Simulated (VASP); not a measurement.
# C (Cmme) in VASP: notebook

The runs below take C through single point, with PBEsol.

Everything below comes from runs of VASP 6.6.1. Logs are shortened: lines on timing, memory, paths and dates and some standing lists are left out, and cuts for length are marked.

## 1. The cell of the first run

The typed cell holds 4 atoms: a = 2.445 Å, b = 2.445 Å, c = 7.183 Å, α = 90.00°, β = 90.00°, γ = 115.93°.

## 2. Single point, PBEsol (9.66 Å³/atom)

INCAR

```
PREC     = Accurate       # precision mode
ENCUT    = 520            # plane-wave cutoff, eV
EDIFF    = 1E-6           # SCF threshold, eV
ISMEAR   = 0              # smearing method
SIGMA    = 0.15           # smearing width, eV
LREAL    = False          # projectors in reciprocal space
LASPH    = True           # aspherical terms in the spheres
NELM     = 60             # most SCF steps
ALGO     = Normal         # electronic algorithm
ISIF     = 2              # what is computed and relaxed
LWAVE    = False          # write WAVECAR
LCHARG   = False          # write CHGCAR
GGA      = PS             # functional
NBANDS   = 16             # bands
```

KPOINTS

```
regular mesh
0
Gamma
  21 21 6
```

POSCAR

```
C
1.0
    1.2969966211     -2.0729238673      0.0000000000
    1.2969966211      2.0729238673      0.0000000000
    0.0000000000      0.0000000000      7.1832059132
C
4
Direct
    0.0833216498      0.9166783502      0.7498439858
    0.5833216498      0.4166783502      0.2501560142
    0.9166783502      0.0833216498      0.2501560142
    0.4166783502      0.5833216498      0.7498439858
```

Potentials or basis: VASP PAW PBE potentials, release 64 (C).

Command:

```bash
$ cat potpaw_PBE.64/C/POTCAR > POTCAR
$ mpirun -np 1 vasp_std > vasp.out
```

OUTCAR:

```text
PREC = Accurate
   ENCUT = 520
   EDIFF = 1E-6
   ISMEAR = 0
   LREAL = False
   LASPH = True
   NELM = 60
   ISIF = 2
   GGA = PS

 ion  position               nearest neighbor table
   1  0.083  0.917  0.750-   4 1.38   4 1.47   4 1.47
   2  0.583  0.417  0.250-   3 1.38   3 1.47   3 1.47
   3  0.917  0.083  0.250-   2 1.38   2 1.47   2 1.47
   4  0.417  0.583  0.750-   1 1.38   1 1.47   1 1.47

  LATTYP: Found a base centered orthorhombic cell.
 ALAT       =     2.5939932422
 B/A-ratio  =     1.5982492426
 C/A-ratio  =     2.7691690928

  Lattice vectors:

 A1 = (   1.2969966211,  -2.0729238673,   0.0000000000)
 A2 = (   1.2969966211,   2.0729238673,   0.0000000000)
 A3 = (   0.0000000000,   0.0000000000,   7.1832059132)

Analysis of symmetry for initial positions (statically):
=====================================================================
 Subroutine PRICEL returns:
 Original cell was already a primitive cell.

 Routine SETGRP: Setting up the symmetry group for a
 base centered orthorhombic supercell.

 Subroutine GETGRP returns: Found  8 space group operations
 (whereof  4 operations were pure point group operations)
 out of a pool of  8 trial point group operations.

The static configuration has the point symmetry C_2h.
 The point group associated with its full space group is D_2h.

Analysis of symmetry for dynamics (positions and initial velocities):
=====================================================================
 Subroutine PRICEL returns:
 Original cell was already a primitive cell.

 Routine SETGRP: Setting up the symmetry group for a
 base centered orthorhombic supercell.

 Subroutine GETGRP returns: Found  8 space group operations
 (whereof  4 operations were pure point group operations)
 out of a pool of  8 trial point group operations.

The dynamic configuration has the point symmetry C_2h.
 The point group associated with its full space group is D_2h.

 Subroutine INISYM returns: Found  8 space group operations
 (whereof  4 operations are pure point group operations),
 and found     1 'primitive' translations

----------------------------------------------------------------------------------------

                                     Primitive cell

  volume of cell :      38.6252

  direct lattice vectors                    reciprocal lattice vectors
     1.296996621 -2.072923867  0.000000000     0.385506016 -0.241205192  0.000000000
     1.296996621  2.072923867  0.000000000     0.385506016  0.241205192  0.000000000
     0.000000000  0.000000000  7.183205913     0.000000000  0.000000000  0.139213606

  length of vectors
     2.445243054  2.445243054  7.183205913     0.454746999  0.454746999  0.139213606

  position of ions in fractional coordinates (direct lattice)
     0.083321650  0.916678350  0.749843986
     0.583321650  0.416678350  0.250156014
     0.916678350  0.083321650  0.250156014
     0.416678350  0.583321650  0.749843986

  ion indices of the primitive-cell ions
   primitive index   ion index
                 1           1
                 2           2
                 3           3
                 4           4

----------------------------------------------------------------------------------------

 KPOINTS: regular mesh

Automatic generation of k-mesh.
 Grid dimensions read from file:
 generate k-points for:   21   21    6

 Generating k-lattice:

  Cartesian coordinates                     Fractional coordinates (reciprocal lattice)
     0.018357429 -0.011485962  0.000000000     0.047619048 -0.000000000  0.000000000
     0.018357429  0.011485962  0.000000000    -0.000000000  0.047619048  0.000000000
     0.000000000  0.000000000  0.023202268     0.000000000  0.000000000  0.166666667

  Length of vectors
     0.021654619  0.021654619  0.023202268

  Shift w.r.t. Gamma in fractional coordinates (k-lattice)
     0.000000000  0.000000000  0.000000000

 Subroutine IBZKPT returns following result:
 ===========================================

 Found    484 irreducible k-points:

 Following reciprocal coordinates:
            Coordinates               Weight
  0.000000  0.000000  0.000000      1.000000
  0.047619  0.000000  0.000000      4.000000
  0.095238  0.000000  0.000000      4.000000
  0.142857  0.000000  0.000000      4.000000
  0.190476  0.000000  0.000000      4.000000
  0.238095  0.000000  0.000000      4.000000
[... 16 lines left out ...]
 -0.428571  0.047619  0.000000      4.000000
 -0.380952  0.047619  0.000000      4.000000
 [... further k-points ...]
   k-points           NKPTS =    484   k-points in BZ     NKDIM =    484   number of bands    NBANDS=     16
   number of dos      NEDOS =    301   number of ions     NIONS =      4
   total plane-waves  NPLWV =  17496
   dimension x,y,z NGX =    18 NGY =   18 NGZ =   54
   dimension x,y,z NGXF=    36 NGYF=   36 NGZF=  108
   ions per type =               4
   NGX,Y,Z   is equivalent  to a cutoff of  12.24, 12.24, 12.50 a.u.
   NGXF,Y,Z  is equivalent  to a cutoff of  24.48, 24.48, 25.00 a.u.
 SYSTEM =  unknown system
   PREC   = accura    normal or accurate (medium, high low for compatibility)
   ISTART =      0    job   : 0-new  1-cont  2-samecut
   ICHARG =      2    charge: 1-file 2-atom 10-const
   ISPIN  =      1    spin polarized calculation?
   LNONCOLLINEAR =      F non collinear calculations
   LSORBIT =      F    spin-orbit coupling
   LASPH  =      T    aspherical Exc in radial PAW
   ENCUT  =  520.0 eV  38.22 Ry    6.18 a.u.   4.55  4.55 13.36*2*pi/ulx,y,z
   NELM   =     60;   NELMIN=  2; NELMDL= -5     # of ELM steps
   EDIFF  = 0.1E-05   stopping-criterion for ELM
   LREAL  =      F    real-space projection
   EDIFFG = 0.1E-04   stopping-criterion for IOM
   NSW    =      0    number of steps for IOM
   IBRION =     -1    ionic relax: 0-MD 1-quasi-New 2-CG
   NFREE  =      0    steps in history (QN), initial steepest desc. (CG)
   ISIF   =      2    stress and relaxation
   ISYM   =      2    0-nonsym 1-usesym 2-fastsym
   POTIM  = 0.5000    time-step for ionic-motion
   TEBEG  =    0.0;   TEEND  =   0.0 temperature during run
   PSTRESS=    0.0 pullay stress
   NELECT =      16.0000    total number of electrons
   NUPDOWN=      -1.0000    fix difference up-down
   EMIN   =  10.00;   EMAX   =-10.00  energy-range for DOS
   EFERMI =   0.00;   METHOD = LEGACY
   ISMEAR =     0;   SIGMA  =   0.15  broadening in eV -4-tet -1-fermi 0-gaus
   EFERMI_NEDOS =   21; number of points for ismear=-14 and -15
   IALGO  =     38    algorithm
   IMIX   =      4    mixing-type and parameters
     AMIX     =   0.40;   BMIX     =  1.00
     AMIX_MAG =   1.60;   BMIX_MAG =  1.00
  volume/ion in A,a.u.               =       9.66        65.16
  Fermi-wavevector in a.u.,A,eV,Ry     =   1.220369  2.306164 20.263178  1.489302
  Thomas-Fermi vector in A             =   2.355589
   LORBIT       =      0    0 simple, 1 ext, 2 COOP (PROOUT), +10 PAW based schemes
   GGA     = PS    functional components
   LHFCALC =     F    Hartree Fock is set to
   AEXX    =    0.0000 exact exchange contribution
   IVDW    =     0    specifies the selected vdW correction
   LEPSILON=     F    determine dielectric tensor
   LRPA    =     F    only Hartree local field effects (RPA)
 non-spin polarized calculation
 Gauss-broadening in eV      SIGMA  =   0.15
  energy-cutoff  :      520.00
  volume of cell :       38.63
 maximum number of plane-waves:      1065
   NGX =  9   NGY =  9   NGZ = 27

 number of electron      16.0000003 magnetization

 Free energy of the ion-electron system (eV)
  ---------------------------------------------------
  ext. energy  EPLUGINS =         0.00000000
  ---------------------------------------------------
  free energy    TOTEN  =       -38.22770323 eV

  energy without entropy =      -38.22740640  energy(sigma->0) =      -38.22755482

 E-fermi :   3.9036     XC(G=0): -10.0050

 val. band max:        3.8656512416   @ k =   0.3810   0.3810   0.0000
 cond. band min:       3.9486900173   @ k =   0.3333   0.3333   0.0000
 fundamental gap:      0.0830387757
 Fermi energy:         3.9036280780

 k-point     1 :       0.0000    0.0000    0.0000
  band No.  band energies     occupation
      1     -15.4788      2.00000
      2     -15.2973      2.00000
      3      -4.2716      2.00000
      4      -2.8459      2.00000
      5       0.7769      2.00000
      6       0.7985      2.00000
[... 8 lines left out ...]
     15      14.8087      0.00000
     16      14.9694      0.00000

 k-point     2 :       0.0476    0.0000    0.0000
  band No.  band energies     occupation
      1     -15.4279      2.00000
      2     -15.2471      2.00000
      3      -4.2102      2.00000
      4      -2.7879      2.00000
      5       0.5651      2.00000
      6       0.5863      2.00000
[... 8 lines left out ...]
     15      14.6168      0.00000
     16      14.7987      0.00000

 k-point     3 :       0.0952    0.0000    0.0000
  band No.  band energies     occupation
      1     -15.2755      2.00000
      2     -15.0966      2.00000
      3      -4.0263      2.00000
      4      -2.6143      2.00000
      5      -0.0888      2.00000
      6      -0.0634      2.00000
[... 8 lines left out ...]
     15      14.0626      0.00000
     16      14.3148      0.00000

 k-point     4 :       0.1429    0.0000    0.0000
  band No.  band energies     occupation
      1     -15.0223      2.00000
      2     -14.8464      2.00000
      3      -3.7215      2.00000
      4      -2.3274      2.00000
      5      -1.0503      2.00000
      6      -1.0151      2.00000
[... 8 lines left out ...]
     15      13.5836      0.00000
     16      13.6837      0.00000
[... 324 lines left out ...]
 k-point    22 :      -0.4762    0.0476    0.0000
  band No.  band energies     occupation
      1     -11.0738      2.00000
      2     -10.9714      2.00000
      3      -8.6267      2.00000
      4      -8.5449      2.00000
      5      -2.0903      2.00000
      6      -2.0757      2.00000
[... 8 lines left out ...]
     15      16.9140      0.00000
     16      18.3329      0.00000

 k-point    23 :      -0.4286    0.0476    0.0000
  band No.  band energies     occupation
      1     -11.8423      2.00000
      2     -11.7109      2.00000
      3      -7.6588      2.00000
      4      -7.5685      2.00000
      5      -1.9245      2.00000
      6      -1.9113      2.00000
[... 8 lines left out ...]
     15      16.3699      0.00000
     16      18.9545      0.00000

 k-point    24 :      -0.3810    0.0476    0.0000
  band No.  band energies     occupation
      1     -12.5972      2.00000
      2     -12.4525      2.00000
      3      -6.5401      2.00000
      4      -6.4568      2.00000
      5      -1.6725      2.00000
      6      -1.6607      2.00000
[... 8 lines left out ...]
     15      16.6793      0.00000
     16      17.7926      0.00000

 [... further k-points ...]
[... 5 lines left out ...]
  --------------------------------------------------------------------------------------
  -------------------------------------------------------------------------------------
  Total      -10.5241428      4.9094812      0.0301505      0.0000000      0.0000000      0.0000000
  in kB     -436.5427765    203.6459022      1.2506471      0.0000000      0.0000000      0.0000000
  external PRESSURE =     -77.2154091 kB  Pullay stress =       0.0000000 kB

 VOLUME and BASIS-vectors are now :
 -----------------------------------------------------------------------------
  energy-cutoff  :      520.00
  volume of cell :       38.63
      direct lattice vectors                 reciprocal lattice vectors
     1.296996621 -2.072923867  0.000000000     0.385506016 -0.241205192  0.000000000
     1.296996621  2.072923867  0.000000000     0.385506016  0.241205192  0.000000000
     0.000000000  0.000000000  7.183205913     0.000000000  0.000000000  0.139213606

 POSITION                                       TOTAL-FORCE (eV/Angst)
 -----------------------------------------------------------------------------------
      1.29700      1.72748      5.38628         0.000000      0.942865      0.000229
      1.29700     -0.34544      1.79692         0.000000      0.942865     -0.000229
      1.29700     -1.72748      1.79692         0.000000     -0.942865     -0.000229
      1.29700      0.34544      5.38628         0.000000     -0.942865      0.000229
 -----------------------------------------------------------------------------------
    total drift:                                0.000000     -0.000000     -0.000000

  FREE ENERGIE OF THE ION-ELECTRON SYSTEM (eV)
  ---------------------------------------------------
  free  energy   TOTEN  =       -38.2277032325 eV

  energy  without entropy=      -38.2274064008  energy(sigma->0) =      -38.22755482
```

Wall time 4.3 min (1 thread of Intel Xeon 8259CL, shared host); peak memory 0.31 GiB.

What came out:

- Free energy: -38.2277 eV
- Pressure: -7.7 GPa
- Largest force: 0.943 eV/Å

Forces in eV/Å, atoms in the order of the input:
```
C    0.000  0.943  0.000
C    0.000  0.943  0.000
C    0.000 -0.943  0.000
C    0.000 -0.943  0.000
```

Stress tensor (GPa, compression positive):
```
-43.65   0.00   0.00
  0.00  20.36   0.00
  0.00   0.00   0.13
```

Caveat: the cell stands under tension; this functional lacks dispersion, which binds the layers, so the pressure and a relaxed spacing across them are unreliable; the PAW data sets were made with another functional, which shifts forces and pressure a little.

[end of part 1 of 2]
